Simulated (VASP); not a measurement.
Crystal: Si4PI.

```xyz
6
Lattice="5.5517 0.0000 0.0000 -2.7759 4.8079 0.0000 0.0000 0.0000 4.2237" Properties=species:S:1:pos:R:3 pbc="T T T"
Si    2.7759    1.6026    0.0000
Si   -1.2726    2.4705    2.1118
Si    1.2726    2.4705    2.1118
Si    0.0000    4.6748    2.1118
P     0.0000    3.2053    0.0000
I     0.0000    0.0000    0.0000
```

The cell was generated, and may not be a known phase.

| Quantity | Value |
| --- | --- |
| Program | VASP 6.6.1 |
| Task | relaxation of cell and atoms |
| Functional | PBE |
| Potentials or basis | VASP PAW PBE potentials, release 64 (Si, P, I) |
| Cutoff | 600 eV |
| k mesh | 12 × 12 × 10 |
| Occupations | gaussian, width 0.1 eV |
| Spin | no spin polarisation |

At the start: pressure -0.2 GPa; volume 18.79 Å³/atom.

Problem. Where does the relaxation end?

Solution. Over 17 steps the energy falls by 142.7 meV/atom and the volume is 19.23 Å³/atom (+2.3 %); space group P-6m2 (No. 187, to 0.1 Å) before and after.

Step by step:
```
step  energy change (eV)  largest force (eV/Å)  pressure (GPa)  volume (Å³)
   1              0.0000                0.4595           -0.20       112.74
   2             -0.1772                0.2796           -0.57       112.31
   3             -0.3327                0.2153           -0.02       111.51
   4             -0.3866                0.2517            0.35       111.04
   5             -0.6081                0.2379            1.27       109.95
   6             -0.7006                0.3624            5.48       107.07
   7             -0.7558                0.4104            4.03       109.78
   8             -0.7612                0.4129            3.50       110.75
   9             -0.8114                0.3426            2.01       112.58
  10             -0.8439                0.2144           -0.32       115.83
  11             -0.8440                0.2204           -0.21       115.67
  12             -0.8476                0.1860           -0.18       115.60
  13             -0.8547                0.0837           -0.06       115.41
  14             -0.8514                0.1238            0.28       115.02
  15             -0.8562                0.0106            0.04       115.27
  16             -0.8562                0.0061            0.05       115.27
  17             -0.8564                0.0011           -0.02       115.35
```

Final structure:
```
Si P I
1.0
     6.21566    0.00000    0.00000
    -3.10783    5.38292    0.00000
     0.00000    0.00000    3.44764
Si P I
4 1 1
Direct
  0.66667 0.33333 0.00000
  0.00372 0.50186 0.50000
  0.49814 0.50186 0.50000
  0.49814 0.99628 0.50000
  0.33333 0.66667 0.00000
  0.00000 0.00000 0.00000
```

Caveat: a cell axis changed by over 15 % at a fixed basis, so the end point is rough.
